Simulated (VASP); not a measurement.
**BaTiO3: single point with PBE**

The system is BaTiO3.

```xyz
5
Lattice="2.8277 1.6326 2.2482 -2.8277 1.6326 2.2482 0.0000 -3.2651 2.2482" Properties=species:S:1:pos:R:3 pbc="T T T"
Ba    0.0000    0.0000    0.0034
Ti    0.0000    0.0000    3.3204
O     0.0000    1.6178    2.3123
O    -1.4011   -0.8089    2.3123
O     1.4011   -0.8089    2.3123
```

This cell differs from its parent crystal: z stretched by -3 %, then relaxed in part.

```
Program                : VASP 6.6.1
Task                   : single point
Functional             : PBE
Potentials or basis    : VASP PAW PBE potentials, release 64 (Ba_sv, Ti_sv, O_h)
Cutoff                 : 910 eV
k mesh                 : 8 × 8 × 8
Occupations            : fermi-dirac, width 0.02 eV
Spin                   : no spin polarisation
Dipole correction      : no
Further INCAR settings : ALGO = Normal; EDIFF = 1e-06; NBANDS = 28
```

```json
{
 "Pressure": "10.3 GPa",
 "Largest force": "0.030 eV/Å",
 "Band gap on the k mesh": "2.06 eV (least direct gap 2.29 eV)"
}
```

Forces in eV/Å, atoms in the order of the input:
```
Ba   0.000  0.000  0.030
Ti   0.000  0.000  0.018
O    0.000  0.005 -0.016
O   -0.004 -0.002 -0.016
O    0.004 -0.002 -0.016
```

Stress tensor (GPa, compression positive):
```
 7.91  0.00  0.00
 0.00  7.91  0.00
 0.00  0.00 15.17
```

Levels at points of the mesh, in eV from the valence-band top:
| k point | band 18 | band 19 | band 20 | band 21 | band 22 | band 23 |
| --- | --- | --- | --- | --- | --- | --- |
| (0.00, 0.00, 0.00) | -0.31 | -0.31 | -0.24 | 2.06 | 2.07 | 2.07 |
| (0.50, 0.00, 0.00) | -1.74 | -0.87 | -0.78 | 2.23 | 3.70 | 3.77 |
| (0.50, 0.50, 0.00) | -0.91 | -0.86 | -0.12 | 3.72 | 3.77 | 4.15 |
| (0.50, 0.50, 0.50) | -0.05 | -0.05 | 0.00 | 4.32 | 4.45 | 4.45 |

Wall time 2.7 min on 1 thread of Intel(R) Xeon(R) 6975P-C (Granite Rapids), on a shared host, peak memory 0.42 GiB.

Caveat: the cell differs from its parent crystal (z stretched by -3 %, then relaxed in part); the cutoff is under 1.25 times the usual one of these potentials, so pressure, stress and relaxed cells hold a basis-set (Pulay) error; the cell stands under pressure; spin-orbit coupling is left out, which moves the levels of the heavy elements. A k mesh can miss the band edges.
